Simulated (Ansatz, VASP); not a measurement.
**Two plane-wave programs on CaCu4Bi**

```
CELL_PARAMETERS angstrom
0.00000 3.72424 3.72424
3.72424 0.00000 3.72424
3.72424 3.72424 0.00000
ATOMIC_POSITIONS crystal
Ca 0.00000 0.00000 0.00000
Cu 0.62580 0.62580 0.12261
Cu 0.62580 0.12261 0.62580
Cu 0.12261 0.62580 0.62580
Cu 0.62580 0.62580 0.62580
Bi 0.25000 0.25000 0.25000
```

Change from the starting cell: species swapped into the TbCu4Ag type (F-43m, No. 216).

Alike in both runs: functional PBE; k mesh 10 × 10 × 10; occupations gaussian, width 0.1 eV; no spin polarisation.

Ansatz relaxed the structure, and its values are those at the end. VASP's run is a single point on that final structure, the one shown.

```csv
,VASP,Ansatz
version,VASP 6.6.1,Ansatz 0.2.0
potentials or method,"VASP PAW PBE potentials, release 64 (Ca_sv, Cu, Bi_d), cutoff 520 eV","scalar-relativistic, plane waves, PAW"
valence electrons in the cell,69,101
```

|  | VASP | Ansatz | Ansatz less VASP |
| --- | --- | --- | --- |
| gap on the k mesh at the Fermi level (eV) | none | none | - |
| pressure (GPa) | 0.3 | 0.0 | -0.31 |
| rms of the force components (eV/Å) | 0.005 | 0.005 | -0.0001 |

A gap of «none» marks a metal or a gap that the smearing closes. VASP's potentials hold 69 valence electrons a cell and Ansatz's 101, so a difference there can come from the potentials and not from the codes.

Neither program's run includes spin-orbit coupling.
